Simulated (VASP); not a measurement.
Crystal: Mg2CdO3.

```
Mg Cd O
1.0
     3.42439    0.00000    0.00000
    -1.71220    2.96561    0.00000
     0.00000    0.00000    8.38801
Mg Cd O
2 1 3
Direct
  0.33333 0.66667 0.66667
  0.66667 0.33333 0.33333
  0.00000 0.00000 0.00000
  0.00000 0.00000 0.50000
  0.33333 0.66667 0.16667
  0.66667 0.33333 0.83333
```

```yaml
Program: VASP 6.6.1
Task: relaxation of cell and atoms
Functional: PBE
Potentials_or_basis: VASP PAW PBE potentials, release 64 (Mg, Cd, O)
Cutoff: 600 eV
k_mesh: 6 × 6 × 2
Occupations: gaussian, width 0.1 eV
Spin: no spin polarisation
```

At the start: pressure -19.3 GPa; volume 14.20 Å³/atom.

Where does the relaxation end?

Over 10 steps the energy falls by 315.3 meV/atom and the volume is 10.91 Å³/atom (-23.1 %); space group P-3m1 (No. 164, to 0.1 Å) before and after.

The path:
```csv
step,energy change (eV),largest force (eV/Å),pressure (GPa),volume (Å³)
1,0.0000,1.2868,-19.35,85.18
2,-1.5162,1.9832,3.21,65.75
3,-1.5176,1.9652,2.40,66.11
4,-1.7979,0.7226,2.02,65.17
5,-1.8368,0.8856,2.38,64.66
6,-1.8878,0.0579,-1.41,66.16
7,-1.8888,0.0510,-0.99,65.98
8,-1.8917,0.0585,0.26,65.38
9,-1.8917,0.0438,0.09,65.46
10,-1.8921,0.0027,0.05,65.47
```

Final structure:
```cif
data_structure
_symmetry_space_group_name_H-M 'P 1'
_symmetry_Int_Tables_number 1
_cell_length_a 3.1156
_cell_length_b 3.1156
_cell_length_c 7.7878
_cell_angle_alpha 90.000
_cell_angle_beta 90.000
_cell_angle_gamma 120.000
_cell_volume 65.47
loop_
_atom_site_label
_atom_site_type_symbol
_atom_site_fract_x
_atom_site_fract_y
_atom_site_fract_z
_atom_site_occupancy
Mg1 Mg 0.33333 0.66667 0.65580 1
Mg2 Mg 0.66667 0.33333 0.34420 1
Cd1 Cd 0.00000 0.00000 0.00000 1
O1 O 0.00000 0.00000 0.50000 1
O2 O 0.33333 0.66667 0.19627 1
O3 O 0.66667 0.33333 0.80373 1
```

Caveat: the volume moved by over 15 % at a fixed basis, so the end points are rough.
